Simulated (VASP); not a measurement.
Here is a VASP 6.6.1 calculation.

File INCAR:

```
SYSTEM = BeS
PREC = Accurate
ENCUT = 520
EDIFF = 1E-7
ISMEAR = 0
SIGMA = 0.02
LREAL = .False.
LASPH = .True.
NELM = 100
ALGO = Normal
ISIF = 2
LWAVE = .False.
LCHARG = .True.
GGA = PE
LELF = .True.
LVHAR = .True.
NBANDS = 11
```

The input KPOINTS:

```
Automatic mesh
0
Gamma
  10 10 10
  0 0 0
```

File POSCAR:

```
BeS
1.0
    0.0000000000      2.3146323766      2.3146323766
    2.3146323766      0.0000000000      2.3146323766
    2.3146323766      2.3146323766      0.0000000000
Be S
1 1
Direct
    0.0000000000      0.0000000000      0.0000000000
    0.5000000000      0.5000000000      0.5000000000
```

Potentials or basis: VASP PAW PBE potentials, release 64 (Be, S).

Launch:

```sh
$ cat potpaw_PBE.64/Be/POTCAR potpaw_PBE.64/S/POTCAR > POTCAR
$ mpirun -np 1 vasp_std > vasp.out
```

**Question.** Predict the pressure.

**Answer.** -0.1 GPa.

**Question.** What does it give for the band gap on the k mesh?

**Answer.** 1.03 eV, indirect (least direct gap 4.17 eV).

A k mesh can miss the band edges. A hybrid or GW would open this gap; PBE tends to underestimate it.
